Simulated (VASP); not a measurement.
# In (I4/mmm) in VASP: notebook

In is run at these levels: PBE; tasks: single point.

Everything below comes from runs of VASP 6.6.1. Logs are shortened: lines on timing, memory, paths and dates and some standing lists are left out, and cuts for length are marked.

### 1 The cell of the first run

It takes space group I4/mmm (No. 139, tetragonal). The conventional cell has a = 3.765 Å, b = 3.765 Å, c = 4.066 Å, α = 90.00°, β = 90.00°, γ = 90.00°. Within 4.4 Å of In (site symmetry 4/mmm) lie 14 In at 3.35 to 4.07 Å.

### 2 Single point, PBE (strain +0.000 along x and y, +0.080 along z)

INCAR

```
SYSTEM = In
  ALGO = Fast
  EDIFF = 1E-6
  ENCUT = 520
  GGA = PE
  ISIF = 2
  ISMEAR = 0
  LASPH = .True.
  LCHARG = .False.
  LREAL = .False.
  LWAVE = .False.
  NBANDS = 12
  NELM = 60
  PREC = Accurate
  SIGMA = 0.15
```

KPOINTS

```
k-points
0
Gamma
  18 18 18
  0 0 0
```

POSCAR

```
In
1.0
   -1.8825252400      1.8825252400      2.0331272592
    1.8825252400     -1.8825252400      2.0331272592
    1.8825252400      1.8825252400     -2.0331272592
In
1
Direct
    0.0000000000      0.0000000000      0.0000000000
```

Potentials or basis: VASP PAW PBE potentials, release 64 (In_d).

Command:

```bash
cat potpaw_PBE.64/In_d/POTCAR > POTCAR
mpirun -np 1 vasp_std > vasp.out
```

OUTCAR:

```text
SYSTEM = In
   EDIFF = 1E-6
   ENCUT = 520
   GGA = PE
   ISIF = 2
   ISMEAR = 0
   LASPH = .True.
   LREAL = .False.
   NELM = 60
   PREC = Accurate

 ion  position               nearest neighbor table
   1  0.000  0.000  0.000-

  LATTYP: Found a body centered tetragonal cell.
 ALAT       =     3.7650504800
 C/A-ratio  =     1.0800000000

  Lattice vectors:

 A1 = (  -1.8825252400,   1.8825252400,   2.0331272592)
 A2 = (   1.8825252400,  -1.8825252400,   2.0331272592)
 A3 = (   1.8825252400,   1.8825252400,  -2.0331272592)

Analysis of symmetry for initial positions (statically):
=====================================================================
 Subroutine PRICEL returns:
 Original cell was already a primitive cell.

 Routine SETGRP: Setting up the symmetry group for a
 body centered tetragonal supercell.

 Subroutine GETGRP returns: Found 16 space group operations
 (whereof 16 operations were pure point group operations)
 out of a pool of 16 trial point group operations.

The static configuration has the point symmetry D_4h.

Analysis of symmetry for dynamics (positions and initial velocities):
=====================================================================
 Subroutine PRICEL returns:
 Original cell was already a primitive cell.

 Routine SETGRP: Setting up the symmetry group for a
 body centered tetragonal supercell.

 Subroutine GETGRP returns: Found 16 space group operations
 (whereof 16 operations were pure point group operations)
 out of a pool of 16 trial point group operations.

The dynamic configuration has the point symmetry D_4h.

 Subroutine INISYM returns: Found 16 space group operations
 (whereof 16 operations are pure point group operations),
 and found     1 'primitive' translations

----------------------------------------------------------------------------------------

                                     Primitive cell

  volume of cell :      28.8208

  direct lattice vectors                    reciprocal lattice vectors
    -1.882525240  1.882525240  2.033127259     0.000000000  0.265600689  0.245926563
     1.882525240 -1.882525240  2.033127259     0.265600689  0.000000000  0.245926563
     1.882525240  1.882525240 -2.033127259     0.265600689  0.265600689  0.000000000

  length of vectors
     3.349837162  3.349837162  3.349837162     0.361971823  0.361971823  0.375616096

  position of ions in fractional coordinates (direct lattice)
     0.000000000  0.000000000  0.000000000

  ion indices of the primitive-cell ions
   primitive index   ion index
                 1           1

----------------------------------------------------------------------------------------

 KPOINTS: k-points

Automatic generation of k-mesh.
 Grid dimensions read from file:
 generate k-points for:   18   18   18

 Generating k-lattice:

  Cartesian coordinates                     Fractional coordinates (reciprocal lattice)
     0.000000000  0.014755594  0.013662587     0.055555556  0.000000000 -0.000000000
     0.014755594  0.000000000  0.013662587     0.000000000  0.055555556 -0.000000000
     0.014755594  0.014755594  0.000000000     0.000000000  0.000000000  0.055555556

  Length of vectors
     0.020109546  0.020109546  0.020867561

  Shift w.r.t. Gamma in fractional coordinates (k-lattice)
     0.000000000  0.000000000  0.000000000

 Subroutine IBZKPT returns following result:
 ===========================================

 Found    480 irreducible k-points:

 Following reciprocal coordinates:
            Coordinates               Weight
  0.000000  0.000000  0.000000      1.000000
  0.055556  0.000000  0.000000      8.000000
  0.111111  0.000000  0.000000      8.000000
  0.166667  0.000000  0.000000      8.000000
  0.222222  0.000000  0.000000      8.000000
  0.277778  0.000000  0.000000      8.000000
[... 16 lines left out ...]
 -0.277778  0.055556  0.000000     16.000000
 -0.222222  0.055556  0.000000     16.000000
 [... further k-points ...]
   k-points           NKPTS =    480   k-points in BZ     NKDIM =    480   number of bands    NBANDS=     12
   number of dos      NEDOS =    301   number of ions     NIONS =      1
   total plane-waves  NPLWV =  21952
   dimension x,y,z NGX =    28 NGY =   28 NGZ =   28
   dimension x,y,z NGXF=    56 NGYF=   56 NGZF=   56
   ions per type =               1
   NGX,Y,Z   is equivalent  to a cutoff of  13.90, 13.90, 13.90 a.u.
   NGXF,Y,Z  is equivalent  to a cutoff of  27.79, 27.79, 27.79 a.u.
 SYSTEM =  In
   PREC   = accura    normal or accurate (medium, high low for compatibility)
   ISTART =      0    job   : 0-new  1-cont  2-samecut
   ICHARG =      2    charge: 1-file 2-atom 10-const
   ISPIN  =      1    spin polarized calculation?
   LNONCOLLINEAR =      F non collinear calculations
   LSORBIT =      F    spin-orbit coupling
   LASPH  =      T    aspherical Exc in radial PAW
   ENCUT  =  520.0 eV  38.22 Ry    6.18 a.u.   6.23  6.23  6.23*2*pi/ulx,y,z
   NELM   =     60;   NELMIN=  2; NELMDL= -5     # of ELM steps
   EDIFF  = 0.1E-05   stopping-criterion for ELM
   LREAL  =      F    real-space projection
   EDIFFG = 0.1E-04   stopping-criterion for IOM
   NSW    =      0    number of steps for IOM
   IBRION =     -1    ionic relax: 0-MD 1-quasi-New 2-CG
   NFREE  =      0    steps in history (QN), initial steepest desc. (CG)
   ISIF   =      2    stress and relaxation
   ISYM   =      2    0-nonsym 1-usesym 2-fastsym
   POTIM  = 0.5000    time-step for ionic-motion
   TEBEG  =    0.0;   TEEND  =   0.0 temperature during run
   PSTRESS=    0.0 pullay stress
   NELECT =      13.0000    total number of electrons
   NUPDOWN=      -1.0000    fix difference up-down
   EMIN   =  10.00;   EMAX   =-10.00  energy-range for DOS
   EFERMI =   0.00;   METHOD = LEGACY
   ISMEAR =     0;   SIGMA  =   0.15  broadening in eV -4-tet -1-fermi 0-gaus
   EFERMI_NEDOS =   21; number of points for ismear=-14 and -15
   IALGO  =     68    algorithm
   IMIX   =      4    mixing-type and parameters
     AMIX     =   0.40;   BMIX     =  1.00
     AMIX_MAG =   1.60;   BMIX_MAG =  1.00
  volume/ion in A,a.u.               =      28.82       194.49
  Fermi-wavevector in a.u.,A,eV,Ry     =   1.255511  2.372572 21.446974  1.576308
  Thomas-Fermi vector in A             =   2.389264
   LORBIT       =      0    0 simple, 1 ext, 2 COOP (PROOUT), +10 PAW based schemes
   GGA     = PE    functional components
   LHFCALC =     F    Hartree Fock is set to
   AEXX    =    0.0000 exact exchange contribution
   IVDW    =     0    specifies the selected vdW correction
   LEPSILON=     F    determine dielectric tensor
   LRPA    =     F    only Hartree local field effects (RPA)
 non-spin polarized calculation
 RMM-DIIS sequential band-by-band and
 Gauss-broadening in eV      SIGMA  =   0.15
  energy-cutoff  :      520.00
  volume of cell :       28.82
 maximum number of plane-waves:       788
 NGX is ok and might be reduce to    28
   NGX = 13   NGY = 13   NGZ = 13

 number of electron      12.9999995 magnetization

 Free energy of the ion-electron system (eV)
  ---------------------------------------------------
  ext. energy  EPLUGINS =         0.00000000
  ---------------------------------------------------
  free energy    TOTEN  =        -2.54883732 eV

  energy without entropy =       -2.54351871  energy(sigma->0) =       -2.54617801

 E-fermi :   6.4680     XC(G=0):  -9.8035

 val. band max:        6.4658975052   @ k =   0.3889   0.3333   0.0000
 cond. band min:       6.4957513206   @ k =  -0.3889   0.3889   0.1111
 fundamental gap:      0.0298538154
 Fermi energy:         6.4679717871

 k-point     1 :       0.0000    0.0000    0.0000
  band No.  band energies     occupation
      1      -8.1250      2.00000
      2      -8.1250      2.00000
      3      -8.0796      2.00000
      4      -7.9244      2.00000
      5      -7.8841      2.00000
      6      -2.4270      2.00000
      7      16.2651      0.00000
      8      16.6049      0.00000
      9      16.6049      0.00000
     10      18.6150      0.00000
     11      19.7189      0.00000
     12      19.7200      0.00000

 k-point     2 :       0.0556    0.0000    0.0000
  band No.  band energies     occupation
      1      -8.1220      2.00000
      2      -8.1214      2.00000
      3      -8.0759      2.00000
      4      -7.9258      2.00000
      5      -7.8858      2.00000
      6      -2.3624      2.00000
      7      15.6753      0.00000
      8      16.3257      0.00000
      9      16.3637      0.00000
     10      18.2857      0.00000
     11      19.3402      0.00000
     12      19.3650      0.00000

 k-point     3 :       0.1111    0.0000    0.0000
  band No.  band energies     occupation
      1      -8.1185      2.00000
      2      -8.1142      2.00000
      3      -8.0576      2.00000
      4      -7.9301      2.00000
      5      -7.8900      2.00000
      6      -2.1678      2.00000
      7      14.0979      0.00000
      8      15.6867      0.00000
      9      16.0739      0.00000
     10      17.9759      0.00000
     11      18.7231      0.00000
     12      18.9359      0.00000
[... 286 lines left out ...]
 k-point    23 :      -0.2778    0.0556    0.0000
  band No.  band energies     occupation
      1      -8.1391      2.00000
      2      -8.0977      2.00000
      3      -7.9444      2.00000
      4      -7.9396      2.00000
      5      -7.8962      2.00000
      6      -1.0273      2.00000
      7       9.6340      0.00000
      8      13.5379      0.00000
      9      14.5558      0.00000
     10      17.4684      0.00000
     11      17.7383      0.00000
     12      18.6583      0.00000

 k-point    24 :      -0.2222    0.0556    0.0000
  band No.  band energies     occupation
      1      -8.1286      2.00000
      2      -8.1014      2.00000
      3      -7.9923      2.00000
      4      -7.9369      2.00000
      5      -7.8961      2.00000
      6      -1.5591      2.00000
      7      11.3641      0.00000
      8      14.2475      0.00000
      9      15.0213      0.00000
     10      17.7856      0.00000
     11      17.9115      0.00000
     12      18.6576      0.00000

 [... further k-points ...]

------------------------ aborting loop because EDIFF is reached ----------------------------------------

  FORCE on cell =-STRESS in cart. coord.  units (eV):
  Direction    XX          YY          ZZ          XY          YZ          ZX
  --------------------------------------------------------------------------------------
  -------------------------------------------------------------------------------------
  Total       -0.2372413     -0.2372413     -0.2335156      0.0000000      0.0000000      0.0000000
  in kB      -13.1884770    -13.1884770    -12.9813655      0.0000000      0.0000000      0.0000000
  external PRESSURE =     -13.1194398 kB  Pullay stress =       0.0000000 kB

 VOLUME and BASIS-vectors are now :
 -----------------------------------------------------------------------------
  energy-cutoff  :      520.00
  volume of cell :       28.82
      direct lattice vectors                 reciprocal lattice vectors
    -1.882525240  1.882525240  2.033127259     0.000000000  0.265600689  0.245926563
     1.882525240 -1.882525240  2.033127259     0.265600689  0.000000000  0.245926563
     1.882525240  1.882525240 -2.033127259     0.265600689  0.265600689  0.000000000

 POSITION                                       TOTAL-FORCE (eV/Angst)
 -----------------------------------------------------------------------------------
      0.00000      0.00000      0.00000         0.000000      0.000000      0.000000
 -----------------------------------------------------------------------------------
    total drift:                               -0.000000     -0.000000     -0.000000

  FREE ENERGIE OF THE ION-ELECTRON SYSTEM (eV)
  ---------------------------------------------------
  free  energy   TOTEN  =        -2.5488373188 eV

  energy  without entropy=       -2.5435187087  energy(sigma->0) =       -2.54617801
```

It took 76 s on 1 thread of Intel Xeon 6975P-C (Granite Rapids), shared host; peak memory 0.27 GiB.

Results:

- Free energy: -2.5488 eV
- Pressure: -1.3 GPa

Caveat: the cell differs from its parent crystal (strain +0.000 along x and y, +0.080 along z); spin-orbit coupling is left out, which moves the levels of the heavy elements.

### 3 Single point, PBE (strain +0.080 along x and y, -0.040 along z)

INCAR

```
SYSTEM = In
ALGO = Fast
EDIFF = 1E-6
ENCUT = 520
GGA = PE
ISIF = 2
ISMEAR = 0
LASPH = .True.
LCHARG = .True.
LELF = .True.
LREAL = .False.
LVHAR = .True.
LWAVE = .False.
NBANDS = 12
NELM = 80
PREC = Accurate
SIGMA = 0.15
```

KPOINTS is that of step 2.

POSCAR

```
In
1.0
   -2.0331272592      2.0331272592      1.8072242304
    2.0331272592     -2.0331272592      1.8072242304
    2.0331272592      2.0331272592     -1.8072242304
In
1
Direct
    0.0000000000      0.0000000000      0.0000000000
```

Potentials or basis: VASP PAW PBE potentials, release 64 (In_d).

Command:

```bash
cat potpaw_PBE.64/In_d/POTCAR > POTCAR
mpirun -np 1 vasp_std > vasp.out
```

Wall time 78 s (1 thread of Intel Xeon 6975P-C (Granite Rapids), shared host); peak memory 0.28 GiB.

It converged, with:

| Property | Result |
| --- | --- |
| Free energy | -2.5372 eV |
| Pressure | -2.2 GPa |

Stress tensor (GPa, compression positive):
```
-2.23  0.00  0.00
 0.00 -2.23  0.00
 0.00  0.00 -2.11
```

Levels at points of the mesh, in eV from the Fermi level:
| k point | band 3 | band 4 | band 5 | band 6 | band 7 | band 8 | band 9 | band 10 |
| --- | --- | --- | --- | --- | --- | --- | --- | --- |
| (0.00, 0.00, 0.00) | -14.52 | -14.41 | -14.34 | -8.68 | 9.10 | 9.10 | 10.46 | 12.43 |
| (0.50, 0.00, 0.00) | -14.38 | -14.31 | -14.24 | -3.60 | -2.53 | 4.94 | 6.21 | 8.70 |
| (0.50, 0.50, 0.00) | -14.43 | -14.38 | -14.25 | -4.42 | -2.87 | 6.49 | 8.21 | 10.54 |
| (0.50, 0.50, 0.50) | -14.28 | -14.28 | -14.26 | -0.23 | 0.60 | 0.60 | 2.86 | 4.53 |

Caveat: the cell differs from its parent crystal (strain +0.080 along x and y, -0.040 along z); spin-orbit coupling is left out, which moves the levels of the heavy elements.

### 4 Single point, PBE (strain +0.080 along x and y, +0.000 along z)

INCAR

```
SYSTEM = In
PREC     = Accurate       ! precision mode
ENCUT    = 520            ! plane-wave cutoff, eV
EDIFF    = 1E-7           ! SCF threshold, eV
ISMEAR   = 0              ! smearing method
SIGMA    = 0.15           ! smearing width, eV
LREAL    = .False.        ! projectors in reciprocal space
LASPH    = .True.         ! aspherical terms in the spheres
NELM     = 100            ! most SCF steps
ALGO     = Fast           ! electronic algorithm
ISIF     = 2              ! what is computed and relaxed
LWAVE    = .False.        ! write WAVECAR
LCHARG   = .True.         ! write CHGCAR
GGA      = PE             ! functional
LELF     = .True.         ! ELF
LVHAR    = .True.       
NBANDS   = 12             ! bands
```

KPOINTS

```
Automatic mesh
0
Gamma
  18 18 18
  0 0 0
```

POSCAR

```
In
1.0
   -2.0331272592      2.0331272592      1.8825252400
    2.0331272592     -2.0331272592      1.8825252400
    2.0331272592      2.0331272592     -1.8825252400
In
1
Direct
    0.0000000000      0.0000000000      0.0000000000
```

Potentials or basis: VASP PAW PBE potentials, release 64 (In_d).

Command:

```bash
cat potpaw_PBE.64/In_d/POTCAR > POTCAR
mpirun -np 1 vasp_std > vasp.out
```

OUTCAR:

```text
SYSTEM = In
   PREC = Accurate
   ENCUT = 520
   EDIFF = 1E-7
   ISMEAR = 0
   LREAL = .False.
   LASPH = .True.
   NELM = 100
   ISIF = 2
   GGA = PE

 ion  position               nearest neighbor table
   1  0.000  0.000  0.000-

  LATTYP: Found a body centered tetragonal cell.
 ALAT       =     4.0662545184
 C/A-ratio  =     0.9259259259

  Lattice vectors:

 A1 = (  -2.0331272592,   2.0331272592,   1.8825252400)
 A2 = (   2.0331272592,  -2.0331272592,   1.8825252400)
 A3 = (   2.0331272592,   2.0331272592,  -1.8825252400)
[... 541 lines left out ...]

 [... further k-points ...]

------------------------ aborting loop because EDIFF is reached ----------------------------------------

  FORCE on cell =-STRESS in cart. coord.  units (eV):
  Direction    XX          YY          ZZ          XY          YZ          ZX
  --------------------------------------------------------------------------------------
  -------------------------------------------------------------------------------------
  Total       -0.5636009     -0.5636009     -0.5523315      0.0000000      0.0000000      0.0000000
  in kB      -29.0103085    -29.0103085    -28.4302382      0.0000000      0.0000000      0.0000000
  external PRESSURE =     -28.8169517 kB  Pullay stress =       0.0000000 kB

 VOLUME and BASIS-vectors are now :
 -----------------------------------------------------------------------------
  energy-cutoff  :      520.00
  volume of cell :       31.13
      direct lattice vectors                 reciprocal lattice vectors
    -2.033127259  2.033127259  1.882525240     0.000000000  0.245926563  0.265600689
     2.033127259 -2.033127259  1.882525240     0.245926563  0.000000000  0.265600689
     2.033127259  2.033127259 -1.882525240     0.245926563  0.245926563  0.000000000

 POSITION                                       TOTAL-FORCE (eV/Angst)
 -----------------------------------------------------------------------------------
      0.00000      0.00000      0.00000        -0.000000      0.000000      0.000000
 -----------------------------------------------------------------------------------
    total drift:                               -0.000000     -0.000000     -0.000000

  FREE ENERGIE OF THE ION-ELECTRON SYSTEM (eV)
  ---------------------------------------------------
  free  energy   TOTEN  =        -2.5182783589 eV

  energy  without entropy=       -2.5120501005  energy(sigma->0) =       -2.51516423
```

OSZICAR:

```text
N       E                     dE             d eps       ncg     rms          rms(c)
DAV:   1     0.789586466921E+02    0.78959E+02   -0.62258E+03 11664   0.128E+03
DAV:   2     0.152302866735E+01   -0.77436E+02   -0.75696E+02 12012   0.289E+02
DAV:   3    -0.243650992880E+01   -0.39595E+01   -0.39480E+01 13796   0.652E+01
DAV:   4    -0.253168334046E+01   -0.95173E-01   -0.95147E-01 14528   0.104E+01
DAV:   5    -0.253596850261E+01   -0.42852E-02   -0.42850E-02 15624   0.189E+00    0.157E+00
RMM:   6    -0.252092440706E+01    0.15044E-01   -0.21663E-02 13984   0.225E+00    0.840E-01
RMM:   7    -0.251822788477E+01    0.26965E-02   -0.90331E-03 13424   0.116E+00    0.191E-01
RMM:   8    -0.251820355666E+01    0.24328E-04   -0.15719E-03 14994   0.645E-01    0.459E-02
RMM:   9    -0.251826467515E+01   -0.61118E-04   -0.51263E-04 16269   0.248E-01    0.336E-02
RMM:  10    -0.251827178463E+01   -0.71095E-05   -0.16459E-04 15185   0.239E-01    0.577E-03
RMM:  11    -0.251827649682E+01   -0.47122E-05   -0.71422E-05 18973   0.917E-02    0.532E-03
RMM:  12    -0.251827805988E+01   -0.15631E-05   -0.16654E-05 18985   0.471E-02    0.459E-03
RMM:  13    -0.251827830513E+01   -0.24525E-06   -0.19738E-06 14975   0.127E-02    0.491E-03
RMM:  14    -0.251827835886E+01   -0.53726E-07   -0.61330E-07 14311   0.119E-02
   1 F= -.25182784E+01 E0= -.25151642E+01  d E =-.622826E-02
```

Wall time 86 s (1 thread of Intel Xeon 6975P-C (Granite Rapids), shared host); peak memory 0.29 GiB.

Results:

```yaml
Free_energy: -2.5183 eV
Pressure: -2.9 GPa
```

Caveat: the cell differs from its parent crystal (strain +0.080 along x and y, +0.000 along z); spin-orbit coupling is left out, which moves the levels of the heavy elements.

### 5 The runs side by side

```csv
cell,further INCAR settings,gap on the mesh (eV),pressure (GPa)
"a = 3.350 Å, angles 111.6, 111.6, 105.3°, 1 atom",ALGO = Fast; EDIFF = 1e-06; NBANDS = 12,none,-1.3
"a = 3.396 Å, angles 106.5, 106.5, 115.7°, 1 atom",ALGO = Fast; EDIFF = 1e-06; NBANDS = 12,none,-2.2
"a = 3.437 Å, angles 107.5, 107.5, 113.6°, 1 atom",ALGO = Fast; EDIFF = 1e-07; NBANDS = 12,none,-2.9
```

Alike in all rows: task single point; level PBE; potentials or basis VASP PAW PBE potentials, release 64 (In_d); no spin polarisation; k mesh 18 × 18 × 18; cutoff (eV) 520; smearing gaussian 0.15 eV.

Caveats: spin-orbit coupling is left out, which moves the levels of the heavy elements.

Absolute energies hang on the potentials; compare differences alone.
